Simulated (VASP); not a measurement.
Wanted: the native input for a VASP 6.6.1 run.

| Property | Result |
| --- | --- |
| Task | relaxation of cell and atoms |
| Functional | PBE |
| Potentials or basis | VASP PAW PBE potentials, release 64 (Rb_sv, As) |
| Cutoff | 600 eV |
| k mesh | 12 × 12 × 14 |
| Occupations | gaussian, width 0.1 eV |
| Spin | no spin polarisation |
| Dipole correction | no |
| Further INCAR settings | ALGO = Fast; EDIFF = 1e-06; IBRION = 2; EDIFFG = -0.01; NSW = 100; ISIF = 3 |

The structure of Rb2As lies in POSCAR:

```
Rb2As
1.0
    5.8206375286      0.0000000000      0.0000000000
   -2.9103187643      5.0408199660      0.0000000000
    0.0000000000      0.0000000000      3.5142899669
Rb As
2 1
Direct
    0.3333333333      0.6666666667      0.5000000000
    0.6666666667      0.3333333333      0.5000000000
    0.0000000000      0.0000000000      0.0000000000
```

These files were run (other wordings do the same):

INCAR

```
PREC = Accurate
ENCUT = 600
EDIFF = 1E-6
ISMEAR = 0
SIGMA = 0.1
LREAL = False
LASPH = True
NELM = 60
ALGO = Fast
ISIF = 3
LWAVE = False
LCHARG = False
GGA = PE
IBRION = 2
NSW = 100
EDIFFG = -0.01
```

KPOINTS

```
regular mesh
0
Gamma
  12 12 14
```

Potentials or basis: VASP PAW PBE potentials, release 64 (Rb_sv, As).

Launch:

```console
$ cat potpaw_PBE.64/Rb_sv/POTCAR potpaw_PBE.64/As/POTCAR > POTCAR
$ mpirun -np 1 vasp_std > vasp.out
```

Results of the run:

```yaml
Relaxed_volume: 34.49 Å³/atom
Relaxed_cell: a = 5.803 Å, b = 5.803 Å, c = 3.548 Å, α = 90.00°, β = 90.00°, γ = 120.00°
Space_group_after_relaxing_to_0.1_Å: P6/mmm (No. 191)
Energy_gained_by_relaxing: 0.5 meV/atom
Ionic_steps: 4
Pressure_after_relaxing: 0.0 GPa
Band_gap_on_the_k_mesh: zero (an odd number of electrons rules out a gap without spin polarisation)
```

It took 4.6 min on 1 thread of Intel(R) Xeon(R) 6975P-C (Granite Rapids) (shared host), peak memory 0.47 GiB.
